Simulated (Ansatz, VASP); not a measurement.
## Two plane-wave programs on CdS

The input POSCAR:

```
CdS
1.0
    0.0000000000      2.9098226932      2.9816746343
    2.9098226932      0.0000000000      2.9816746343
    2.9098226932      2.9098226932      0.0000000000
Cd S
1 1
Direct
    0.0000000000      0.0000000000      0.0000000000
    0.2500000000      0.2500000000      0.2500000000
```

INCAR.step1

```
SYSTEM = CdS
ALGO     = Normal         ! electronic algorithm
EDIFF    = 1E-4           ! SCF threshold, eV
ENCUT    = 520            ! plane-wave cutoff, eV
GGA      = PE             ! functional
ISMEAR   = 0              ! smearing method
LASPH    = .True.         ! aspherical terms in the spheres
LCHARG   = .False.        ! write CHGCAR
LREAL    = .False.        ! projectors in reciprocal space
LWAVE    = .True.         ! write WAVECAR
NBANDS   = 16             ! bands
NELM     = 60             ! most SCF steps
PREC     = Accurate       ! precision mode
SIGMA    = 0.01           ! smearing width, eV
```

Contents of INCAR.step2:

```
SYSTEM = CdS
ALGO     = Normal         ! electronic algorithm
EDIFF    = 1E-6           ! SCF threshold, eV
ENCUT    = 520            ! plane-wave cutoff, eV
ISIF     = 2              ! what is computed and relaxed
ISMEAR   = 0              ! smearing method
ISTART   = 1            
LASPH    = .True.         ! aspherical terms in the spheres
LCHARG   = .False.        ! write CHGCAR
LMIXTAU  = .True.       
LREAL    = .False.        ! projectors in reciprocal space
LWAVE    = .False.        ! write WAVECAR
METAGGA  = R2SCAN         ! meta-GGA
NBANDS   = 16             ! bands
NELM     = 60             ! most SCF steps
PREC     = Accurate       ! precision mode
SIGMA    = 0.01           ! smearing width, eV
```

File KPOINTS:

```
k-points
0
Gamma
  8 8 8
  0 0 0
```

Input for Ansatz:

```yaml
crystal:
  lattice:
    - [0.0, 2.9098226932, 2.9816746343]
    - [2.9098226932, 0.0, 2.9816746343]
    - [2.9098226932, 2.9098226932, 0.0]
  atoms:
    - { symbol: Cd, position: [0.0, 0.0, 0.0] }
    - { symbol: S, position: [0.25, 0.25, 0.25] }
kpoints:
  mp_grid: { grid: [8, 8, 8] }
  band_path:
    path:
      - [0.0, 0.0, 0.0]
      - [-0.5, -0.5, 0.0]
      - [-0.375, -0.375, 0.25]
      - [-0.375, 0.0, 0.375]
      - [0.0, 0.0, 0.5]
      - [-0.5, -0.25, 0.25]
    npoints: 1
hamiltonian:
  xc: r2scan
scf:
  occupations: { method: fixed }
  n_extra_bands: 4
output:
  forces: true
  stress: true
  eigenvalues: true
```

Change from the starting cell: epitaxial_xy strain -1.0%.

Alike in both runs: task single point; functional r2SCAN; k mesh 8 × 8 × 8; no spin polarisation.

|  | VASP | Ansatz |
| --- | --- | --- |
| version | VASP 6.6.1 | Ansatz 0.2.0 |
| potentials or method | VASP PAW PBE potentials, release 64 (Cd, S) | plane waves, PAW |
| plane-wave cutoff (eV) | 520 | 500 |
| occupations | gaussian, width 0.01 eV | fixed |
| valence electrons in the cell | 18 | 26 |

```tsv
	VASP	Ansatz	Ansatz less VASP
gap on the k mesh at the Fermi level (eV)	1.53	1.53	+0.004
pressure (GPa)	0.6	0.3	-0.32
traceless stress, the component that is largest in VASP (GPa)	-0.31	-0.31	-0.004
```

VASP's potentials were made for PBE, not for r2SCAN. VASP's potentials hold 18 valence electrons a cell and Ansatz's 26, so a difference there can come from the potentials and not from the codes.
